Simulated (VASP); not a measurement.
Wanted: the native input for a VASP 6.6.1 run.

```
Task                   : single point
Functional             : LDA
Potentials or basis    : VASP PAW LDA potentials, release 64 (O, C, S)
Cutoff                 : 520 eV
k mesh                 : 1 × 1 × 1
Occupations            : fermi-dirac, width 0.02 eV
Spin                   : no spin polarisation
Dipole correction      : no
Further INCAR settings : LREAL = Auto; ALGO = Normal; EDIFF = 1e-07; NBANDS = 52
```

The structure of C2SO2 lies in POSCAR:

```
C2SO2
1.0
    7.5066610000      0.0000000000      0.0000000000
    0.0000000000      7.5066610000      0.0000000000
    0.0000000000      0.0000000000      7.5066610000
O C S
6 6 3
Direct
    0.7226857361      0.5794648085     -0.0230529345
   -0.0224177040      1.0529208789      0.4958866883
    0.3329821826      0.3308509766      0.5760858312
    0.9625003112      0.4564086660      0.6209969791
    0.7496778360      0.0803258074      0.8499478835
    0.3442491385      0.0057543999      0.3129816358
    0.6545668235      0.5546667703      0.1133134132
    0.0623766503      0.9858110618      0.6061862529
    0.3239090296      0.3378935076      0.7301343756
    0.9169570079      0.5914160370      0.5730116458
    0.6882791423      0.1938144108      0.7728193817
    0.4136587945     -0.0315644652      0.1850448588
    0.5631200463      0.5187969190      0.2962123345
    0.1750783559      0.8961825463      0.7556812768
    0.3107406493      0.3466388752      0.9369338773
```

One way to write it, as run:

INCAR

```
SYSTEM = C2SO2
ALGO = Normal
EDIFF = 1E-7
ENCUT = 520
GGA = CA
ISIF = 2
ISMEAR = -1
LASPH = .True.
LCHARG = .False.
LREAL = Auto
LWAVE = .False.
NBANDS = 52
NELM = 80
PREC = Accurate
SIGMA = 0.02
```

KPOINTS

```
k-points
0
Gamma
  1 1 1
  0 0 0
```

Potentials or basis: VASP PAW LDA potentials, release 64 (O, C, S).

Command:

```bash
$ cat potpaw_LDA.64/O/POTCAR potpaw_LDA.64/C/POTCAR potpaw_LDA.64/S/POTCAR > POTCAR
$ mpirun -np 1 vasp_gam > vasp.out
```

It gave:

The pressure is 0.1 GPa and the largest force is 1.186 eV/Å. The band gap on the k mesh is 4.71 eV.

Caveat: the k points lie up to 0.84 Å⁻¹ apart.

Wall time 24 s on 1 thread of Intel(R) Xeon(R) Platinum 8488C (Sapphire Rapids), on a shared host, peak memory 0.31 GiB.
